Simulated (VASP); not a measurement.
# BN (F-43m) in VASP: notebook

BN is run at these levels: PBEsol; tasks: single point, relaxation of cell and atoms.

All numbers are computed with VASP 6.6.1; they aren't measurements. Logs are shortened: lines on timing, memory, paths and dates and some standing lists are left out, and cuts for length are marked.

**1. The cell of the first run**

Symmetry: F-43m, No. 216, cubic system. Conventional cell: a = 3.588 Å, b = 3.588 Å, c = 3.588 Å, α = 90.00°, β = 90.00°, γ = 90.00°. B (site symmetry -43m) has 4 N at 1.55 Å within 2.1 Å. Within 2.1 Å of N (site symmetry -43m) lie 4 B at 1.55 Å.

**2. Single point, PBEsol**

The input, INCAR:

```
SYSTEM = BN
PREC = Accurate ; ENCUT = 520
EDIFF = 1E-6 ; ISMEAR = 0
SIGMA = 0.01 ; LREAL = .FALSE.
LASPH = .TRUE. ; NELM = 80
ALGO = Normal ; ISIF = 2
LWAVE = .FALSE. ; LCHARG = .TRUE.
GGA = PS ; LELF = .TRUE.
LVHAR = .TRUE. ; NBANDS = 11
```

The input, KPOINTS:

```
regular mesh
0
G
  12 12 12
  0 0 0
```

The input, POSCAR:

```
BN
1.0
    0.0000000000      1.7937752039      1.7937752039
    1.7937752039      0.0000000000      1.7937752039
    1.7937752039      1.7937752039      0.0000000000
B N
1 1
Direct
    0.0000000000      0.0000000000      0.0000000000
    0.7500000000      0.7500000000      0.7500000000
```

Potentials or basis: VASP PAW PBE potentials, release 64 (B, N).

The run is started by

```
cat potpaw_PBE.64/B/POTCAR potpaw_PBE.64/N/POTCAR > POTCAR
mpirun -np 1 vasp_std > vasp.out
```

OUTCAR:

```text
SYSTEM = BN
   PREC = Accurate
   ENCUT = 520
   EDIFF = 1E-6
   ISMEAR = 0
   LREAL = .FALSE.
   LASPH = .TRUE.
   NELM = 80
   ISIF = 2
   GGA = PS

 ion  position               nearest neighbor table
   1  0.000  0.000  0.000-   2 1.55   2 1.55   2 1.55   2 1.55
   2  0.750  0.750  0.750-   1 1.55   1 1.55   1 1.55   1 1.55

  LATTYP: Found a face centered cubic cell.
 ALAT       =     3.5875504078

  Lattice vectors:

 A1 = (   0.0000000000,   1.7937752039,   1.7937752039)
 A2 = (   1.7937752039,   0.0000000000,   1.7937752039)
 A3 = (   1.7937752039,   1.7937752039,   0.0000000000)

Analysis of symmetry for initial positions (statically):
=====================================================================
 Subroutine PRICEL returns:
 Original cell was already a primitive cell.

 Routine SETGRP: Setting up the symmetry group for a
 face centered cubic supercell.

 Subroutine GETGRP returns: Found 24 space group operations
 (whereof 24 operations were pure point group operations)
 out of a pool of 48 trial point group operations.

The static configuration has the point symmetry T_d .

Analysis of symmetry for dynamics (positions and initial velocities):
=====================================================================
 Subroutine PRICEL returns:
 Original cell was already a primitive cell.

 Routine SETGRP: Setting up the symmetry group for a
 face centered cubic supercell.

 Subroutine GETGRP returns: Found 24 space group operations
 (whereof 24 operations were pure point group operations)
 out of a pool of 48 trial point group operations.

The dynamic configuration has the point symmetry T_d .

 Subroutine INISYM returns: Found 24 space group operations
 (whereof 24 operations are pure point group operations),
 and found     1 'primitive' translations

----------------------------------------------------------------------------------------

                                     Primitive cell

  volume of cell :      11.5434

  direct lattice vectors                    reciprocal lattice vectors
     0.000000000  1.793775204  1.793775204    -0.278741728  0.278741728  0.278741728
     1.793775204  0.000000000  1.793775204     0.278741728 -0.278741728  0.278741728
     1.793775204  1.793775204  0.000000000     0.278741728  0.278741728 -0.278741728

  length of vectors
     2.536781221  2.536781221  2.536781221     0.482794835  0.482794835  0.482794835

  position of ions in fractional coordinates (direct lattice)
     0.000000000  0.000000000  0.000000000
     0.750000000  0.750000000  0.750000000

  ion indices of the primitive-cell ions
   primitive index   ion index
                 1           1
                 2           2

----------------------------------------------------------------------------------------

 KPOINTS: regular mesh

Automatic generation of k-mesh.
 Grid dimensions read from file:
 generate k-points for:   12   12   12

 Generating k-lattice:

  Cartesian coordinates                     Fractional coordinates (reciprocal lattice)
    -0.023228477  0.023228477  0.023228477     0.083333333  0.000000000  0.000000000
     0.023228477 -0.023228477  0.023228477     0.000000000  0.083333333  0.000000000
     0.023228477  0.023228477 -0.023228477     0.000000000  0.000000000  0.083333333

  Length of vectors
     0.040232903  0.040232903  0.040232903

  Shift w.r.t. Gamma in fractional coordinates (k-lattice)
     0.000000000  0.000000000  0.000000000

 Subroutine IBZKPT returns following result:
 ===========================================

 Found     72 irreducible k-points:

 Following reciprocal coordinates:
            Coordinates               Weight
  0.000000  0.000000  0.000000      1.000000
  0.083333  0.000000  0.000000      8.000000
  0.166667  0.000000  0.000000      8.000000
  0.250000  0.000000  0.000000      8.000000
  0.333333  0.000000  0.000000      8.000000
  0.416667  0.000000  0.000000      8.000000
[... 16 lines left out ...]
  0.500000  0.166667  0.000000     24.000000
 -0.416667  0.166667  0.000000     24.000000
 [... further k-points ...]
   k-points           NKPTS =     72   k-points in BZ     NKDIM =     72   number of bands    NBANDS=     11
   number of dos      NEDOS =    301   number of ions     NIONS =      2
   total plane-waves  NPLWV =   8000
   dimension x,y,z NGX =    20 NGY =   20 NGZ =   20
   dimension x,y,z NGXF=    40 NGYF=   40 NGZF=   40
   ions per type =               1   1
   NGX,Y,Z   is equivalent  to a cutoff of  13.11, 13.11, 13.11 a.u.
   NGXF,Y,Z  is equivalent  to a cutoff of  26.21, 26.21, 26.21 a.u.
 SYSTEM =  BN
   PREC   = accura    normal or accurate (medium, high low for compatibility)
   ISTART =      0    job   : 0-new  1-cont  2-samecut
   ICHARG =      2    charge: 1-file 2-atom 10-const
   ISPIN  =      1    spin polarized calculation?
   LNONCOLLINEAR =      F non collinear calculations
   LSORBIT =      F    spin-orbit coupling
[... 55 lines left out ...]
 fundamental gap:      4.3002673034
 Fermi energy:         7.6901364738

 k-point     1 :       0.0000    0.0000    0.0000
  band No.  band energies     occupation
      1     -12.8690      2.00000
      2       7.6471      2.00000
      3       7.6471      2.00000
      4       7.6471      2.00000
      5      16.5160      0.00000
      6      16.5160      0.00000
      7      16.5160      0.00000
      8      18.2860      0.00000
      9      32.5878      0.00000
     10      35.6187      0.00000
     11      35.6187      0.00000

 k-point     2 :       0.0833    0.0000    0.0000
  band No.  band energies     occupation
      1     -12.6958      2.00000
      2       6.7137      2.00000
      3       7.4602      2.00000
      4       7.4602      2.00000
      5      16.7507      0.00000
      6      16.7990      0.00000
      7      16.7990      0.00000
      8      18.8414      0.00000
      9      32.2996      0.00000
     10      33.2736      0.00000
     11      33.2736      0.00000

 k-point     3 :       0.1667    0.0000    0.0000
  band No.  band energies     occupation
      1     -12.1825      2.00000
      2       4.5665      2.00000
      3       7.0069      2.00000
      4       7.0069      2.00000
      5      17.1157      0.00000
      6      17.4521      0.00000
      7      17.4521      0.00000
      8      20.1447      0.00000
      9      31.6362      0.00000
     10      31.6859      0.00000
     11      31.6859      0.00000

 k-point     4 :       0.2500    0.0000    0.0000
  band No.  band energies     occupation
      1     -11.3514      2.00000
      2       2.0430      2.00000
      3       6.4854      2.00000
      4       6.4854      2.00000
      5      17.4645      0.00000
      6      18.0652      0.00000
      7      18.0652      0.00000
      8      21.4285      0.00000
      9      31.0782      0.00000
     10      31.2874      0.00000
     11      31.2874      0.00000

 k-point     5 :       0.3333    0.0000    0.0000
  band No.  band energies     occupation
      1     -10.2629      2.00000
      2      -0.4088      2.00000
      3       6.0418      2.00000
      4       6.0418      2.00000
      5      17.7669      0.00000
      6      18.3645      0.00000
      7      18.3645      0.00000
      8      22.3194      0.00000
      9      30.9004      0.00000
     10      32.1265      0.00000
     11      32.1265      0.00000
[... 211 lines left out ...]
 k-point    21 :       0.3333    0.1667    0.0000
  band No.  band energies     occupation
      1     -10.4406      2.00000
      2       1.4346      2.00000
      3       4.7859      2.00000
      4       5.1067      2.00000
      5      15.7483      0.00000
      6      20.1948      0.00000
      7      20.5062      0.00000
      8      20.5925      0.00000
      9      27.1856      0.00000
     10      34.3928      0.00000
     11      35.9391      0.00000

 k-point    22 :       0.4167    0.1667    0.0000
  band No.  band energies     occupation
      1      -9.3351      2.00000
      2      -0.7228      2.00000
      3       4.4406      2.00000
      4       4.5995      2.00000
      5      16.1417      0.00000
      6      20.2656      0.00000
      7      20.6616      0.00000
      8      21.5494      0.00000
      9      28.1184      0.00000
     10      34.1963      0.00000
     11      36.2494      0.00000

 k-point    23 :       0.5000    0.1667    0.0000
  band No.  band energies     occupation
      1      -8.3153      2.00000
      2      -2.3457      2.00000
      3       3.8372      2.00000
      4       4.6771      2.00000
      5      16.4848      0.00000
      6      20.2145      0.00000
      7      20.3982      0.00000
      8      22.8967      0.00000
      9      28.4895      0.00000
     10      34.4034      0.00000
     11      35.4486      0.00000

 k-point    24 :      -0.4167    0.1667    0.0000
  band No.  band energies     occupation
      1      -8.1163      2.00000
      2      -2.6311      2.00000
      3       3.4212      2.00000
      4       5.0036      2.00000
      5      16.9422      0.00000
      6      19.9915      0.00000
      7      20.0706      0.00000
      8      23.5450      0.00000
      9      28.7795      0.00000
     10      33.1201      0.00000
     11      34.6693      0.00000

 [... further k-points ...]
[... 5 lines left out ...]
  --------------------------------------------------------------------------------------
  -------------------------------------------------------------------------------------
  Total        0.4813430      0.4813430      0.4813430      0.0000000      0.0000000      0.0000000
  in kB       66.8084256     66.8084256     66.8084256      0.0000000      0.0000000      0.0000000
  external PRESSURE =      66.8084256 kB  Pullay stress =       0.0000000 kB

 VOLUME and BASIS-vectors are now :
 -----------------------------------------------------------------------------
  energy-cutoff  :      520.00
  volume of cell :       11.54
      direct lattice vectors                 reciprocal lattice vectors
     0.000000000  1.793775204  1.793775204    -0.278741728  0.278741728  0.278741728
     1.793775204  0.000000000  1.793775204     0.278741728 -0.278741728  0.278741728
     1.793775204  1.793775204  0.000000000     0.278741728  0.278741728 -0.278741728

 POSITION                                       TOTAL-FORCE (eV/Angst)
 -----------------------------------------------------------------------------------
      0.00000      0.00000      0.00000        -0.000000     -0.000000     -0.000000
      2.69066      2.69066      2.69066         0.000000      0.000000      0.000000
 -----------------------------------------------------------------------------------
    total drift:                               -0.000000     -0.000000     -0.000000

  FREE ENERGIE OF THE ION-ELECTRON SYSTEM (eV)
  ---------------------------------------------------
  free  energy   TOTEN  =       -18.3425612187 eV

  energy  without entropy=      -18.3425612187  energy(sigma->0) =      -18.34256122
```

Run time: 16 s. Hardware: 1 thread of Intel Xeon 8259CL, shared host; peak memory 0.12 GiB.

Results:

* Free energy: -18.3426 eV
* Pressure: 6.7 GPa
* Band gap on the k mesh: 4.30 eV, indirect (least direct gap 8.87 eV)

Caveat: the PAW data sets were made with another functional, which shifts forces and pressure a little. A k mesh can miss the band edges.

**3. Relaxation of cell and atoms, PBEsol, target pressure 6 GPa, at which the enthalpy is minimised**

This run uses another cell than the first one, of 5.86 Å³/atom, 1.015 times its volume.

The input, INCAR:

```
  PREC = Accurate
  ENCUT = 600
  EDIFF = 1E-7
  ISMEAR = 0
  SIGMA = 0.01
  LREAL = False
  LASPH = True
  NELM = 60
  ALGO = Normal
  ISIF = 3
  LWAVE = False
  LCHARG = False
  GGA = PS
  IBRION = 2
  NSW = 80
  EDIFFG = -0.001
  PSTRESS = 60.0
```

The input, KPOINTS:

```
regular mesh
0
Gamma
  12 12 12
```

The input, POSCAR:

```
BN
1.0
    0.0000000000      1.8028454624      1.8028454624
    1.8028454624      0.0000000000      1.8028454624
    1.8028454624      1.8028454624      0.0000000000
B N
1 1
Direct
    0.0000000000      0.0000000000      0.0000000000
    0.7500000000      0.7500000000      0.7500000000
```

Potentials or basis: VASP PAW PBE potentials, release 64 (B, N).

The run is started by

```
cat potpaw_PBE.64/B/POTCAR potpaw_PBE.64/N/POTCAR > POTCAR
mpirun -np 1 vasp_std > vasp.out
```

Run time: 22 s. Hardware: 1 thread of Intel Xeon 8259CL, shared host; peak memory 0.12 GiB.

The run converged. Its results:

```yaml
Free_energy: -18.3475 eV
Relaxed_volume: 5.78 Å³/atom
Relaxed_cell: a = 2.538 Å, b = 2.538 Å, c = 2.538 Å, α = 60.00°, β = 60.00°, γ = 60.00°
Space_group_after_relaxing_to_0.05_Å: F-43m (No. 216)
Energy_change_on_relaxing_the_enthalpy_is_what_falls: +1.6 meV/atom
Ionic_steps: 3
Pressure_after_relaxing: 6.0 GPa
Band_gap_on_the_k_mesh: 4.30 eV, indirect (least direct gap 8.86 eV)
```

Step by step:
| step | energy change (eV) | largest force (eV/Å) | pressure (GPa) | volume (Å³) |
| --- | --- | --- | --- | --- |
| 1 | 0.0000 | 0.0000 | 0.32 | 11.72 |
| 2 | 0.0138 | 0.0000 | 12.70 | 11.37 |
| 3 | 0.0032 | 0.0000 | 5.99 | 11.55 |

Final structure:
```
B N
1.0
     0.00000    1.79432    1.79432
     1.79432    0.00000    1.79432
     1.79432    1.79432    0.00000
B N
1 1
Direct
  0.00000 0.00000 0.00000
  0.75000 0.75000 0.75000
```

Levels at points of the mesh, in eV from the valence-band top:
```tsv
k point	band 1	band 2	band 3	band 4	band 5	band 6	band 7	band 8
(0.00, 0.00, 0.00)	-20.51	0.00	0.00	0.00	8.86	8.86	8.86	10.62
(0.50, 0.00, 0.00)	-16.13	-10.98	-1.99	-1.99	10.38	10.74	10.74	15.30
(0.50, 0.50, 0.00)	-14.72	-9.11	-5.05	-5.05	4.30	9.21	18.21	18.21
```

Caveat: the cell is relaxed towards a set pressure, so the enthalpy falls and the energy may rise; the PAW data sets were made with another functional, which shifts forces and pressure a little. A k mesh can miss the band edges.

**4. Single point, PBEsol**

This run uses another cell than the first one, of 5.84 Å³/atom, 1.013 times its volume.

The input, INCAR:

```
PREC = Accurate
ENCUT = 520
EDIFF = 1E-7
ISMEAR = 0
SIGMA = 0.01
LREAL = F
LASPH = T
NELM = 60
ALGO = Normal
ISIF = 2
LWAVE = F
LCHARG = T
GGA = PS
LELF = T
LVHAR = T
NBANDS = 11
```

KPOINTS is that of step 3.

The input, POSCAR:

```
BN
1.0
    0.0000000000      1.8012807301      1.8012807301
    1.8012807301      0.0000000000      1.8012807301
    1.8012807301      1.8012807301      0.0000000000
B N
1 1
Direct
    0.0000000000      0.0000000000      0.0000000000
    0.7500000000      0.7500000000      0.7500000000
```

The run is started by

```
cat potpaw_PBE.64/B/POTCAR potpaw_PBE.64/N/POTCAR > POTCAR
mpirun -np 1 vasp_std > vasp.out
```

Run time: 7.5 s. Hardware: 1 thread of Intel Xeon 6975P-C, shared host; peak memory 0.12 GiB.

Results (log left out):

- Free energy: -18.3466 eV
- Pressure: 1.6 GPa
- Band gap on the k mesh: 4.29 eV, indirect (least direct gap 8.81 eV)

Levels at points of the mesh, in eV from the valence-band top:
```tsv
k point	band 2	band 3	band 4	band 5	band 6	band 7
(0.00, 0.00, 0.00)	0.00	0.00	0.00	8.81	8.81	8.81
(0.50, 0.00, 0.00)	-10.87	-1.97	-1.97	10.23	10.68	10.68
(0.50, 0.50, 0.00)	-9.03	-4.99	-4.99	4.29	9.15	18.04
```

Caveat: the PAW data sets were made with another functional, which shifts forces and pressure a little. A k mesh can miss the band edges.

**5. Relaxation of cell and atoms, PBEsol, target pressure 1 GPa, at which the enthalpy is minimised**

This run uses another cell than the first one, of 5.86 Å³/atom, 1.015 times its volume.

The input, INCAR:

```
ALGO = Normal ; EDIFF = 1E-6
EDIFFG = -0.001 ; ENCUT = 600
GGA = PS ; IBRION = 2
ISIF = 3 ; ISMEAR = 0
LASPH = True ; LCHARG = False
LREAL = False ; LWAVE = False
NELM = 60 ; NSW = 80
PREC = Accurate ; PSTRESS = 10.0
SIGMA = 0.01
```

The input, KPOINTS:

```
k-points
0
Gamma
  12 12 12
```

The input, POSCAR:

```
BN
1.0
    0.0000000000      1.8028454624      1.8028454624
    1.8028454624      0.0000000000      1.8028454624
    1.8028454624      1.8028454624      0.0000000000
B N
1 1
Direct
    0.0000000000      0.0000000000      0.0000000000
    0.7500000000      0.7500000000      0.7500000000
```

The run is started by

```
cat potpaw_PBE.64/B/POTCAR potpaw_PBE.64/N/POTCAR > POTCAR
mpirun -np 1 vasp_std > vasp.out
```

Wall time 9.9 s (1 thread of Intel Xeon 6975P-C, shared host); peak memory 0.12 GiB.

It converged, with:

* Free energy: -18.3506 eV
* Relaxed volume: 5.85 Å³/atom
* Relaxed cell: a = 2.548 Å, b = 2.548 Å, c = 2.548 Å, α = 60.00°, β = 60.00°, γ = 60.00°
* Space group after relaxing (to 0.05 Å): F-43m (No. 216)
* Energy change on relaxing (the enthalpy is what falls): +0.0 meV/atom
* Ionic steps: 3
* Pressure after relaxing: 1.0 GPa
* Band gap on the k mesh: 4.29 eV, indirect (least direct gap 8.81 eV)

Final structure:
```yaml
crystal:
  lattice:
    - [0.00000, 1.80181, 1.80181]
    - [1.80181, 0.00000, 1.80181]
    - [1.80181, 1.80181, 0.00000]
  atoms:
    - { symbol: B, position: [0.00000, 0.00000, 0.00000] }
    - { symbol: N, position: [0.75000, 0.75000, 0.75000] }
```

Levels at points of the mesh, in eV from the valence-band top:
```tsv
k point	band 1	band 2	band 3	band 4	band 5	band 6	band 7	band 8
(0.00, 0.00, 0.00)	-20.36	0.00	0.00	0.00	8.81	8.81	8.81	10.42
(0.50, 0.00, 0.00)	-16.05	-10.87	-1.97	-1.97	10.22	10.67	10.67	15.17
(0.50, 0.50, 0.00)	-14.66	-9.03	-4.99	-4.99	4.29	9.14	18.02	18.02
```

Caveat: the cell is relaxed towards a set pressure, so the enthalpy falls and the energy may rise; the PAW data sets were made with another functional, which shifts forces and pressure a little. A k mesh can miss the band edges.

**6. Summary**

| task | cell | cutoff (eV) | gap on the mesh (eV) | pressure (GPa) |
| --- | --- | --- | --- | --- |
| single point | a = 2.537 Å, angles 60.0°, 2 atoms | 520 | 4.30 | 6.7 |
| relaxation of cell and atoms | relaxed to 6 GPa from a = 2.550 Å, angles 60.0°, 2 atoms | 600 | 4.30 | 6.0 |
| single point | a = 2.547 Å, angles 60.0°, 2 atoms | 520 | 4.29 | 1.6 |
| relaxation of cell and atoms | relaxed to 1 GPa from a = 2.550 Å, angles 60.0°, 2 atoms | 600 | 4.29 | 1.0 |

Alike in all rows: level PBEsol; potentials or basis VASP PAW PBE potentials, release 64 (B, N); no spin polarisation; k mesh 12 × 12 × 12; smearing gaussian 0.01 eV.

Caveats: the PAW data sets were made with another functional, which shifts forces and pressure a little; the cell is relaxed towards a set pressure, so the enthalpy falls and the energy may rise (some runs).

Total energies depend on the potentials used, so only differences within one code and one set of settings carry meaning.
